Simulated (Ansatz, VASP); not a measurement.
Two plane-wave programs on RbZn2

```
Rb Zn
1.0
     4.51968    0.00000    0.00000
    -2.25984    3.91416    0.00000
     0.00000    0.00000    5.52249
Rb Zn
1 2
Direct
  0.00000 0.00000 0.00000
  0.33333 0.66667 0.50000
  0.66667 0.33333 0.50000
```

Alike in both runs: functional PBE; k mesh 12 × 12 × 8; occupations gaussian, width 0.1 eV; no spin polarisation.

Ansatz relaxed the structure, and its values are those at the end. VASP's run is a single point on that final structure, the one shown.

|  | VASP | Ansatz |
| --- | --- | --- |
| version | VASP 6.6.1 | Ansatz 0.2.0 |
| potentials or method | VASP PAW PBE potentials, release 64 (Rb_sv, Zn), cutoff 520 eV | scalar-relativistic, plane waves, PAW |
| valence electrons in the cell | 33 | 33 |

Ansatz gave:

```
gap on the k mesh at the Fermi level (eV) : none
pressure (GPa)                            : 0.0
```

Q: Estimate VASP's values.

A: gap on the k mesh at the Fermi level (eV): none; pressure (GPa): 0.1.

A gap of «none» marks a metal or a gap that the smearing closes. With one functional, cell and mesh, what is left measures potentials, basis and numerics.
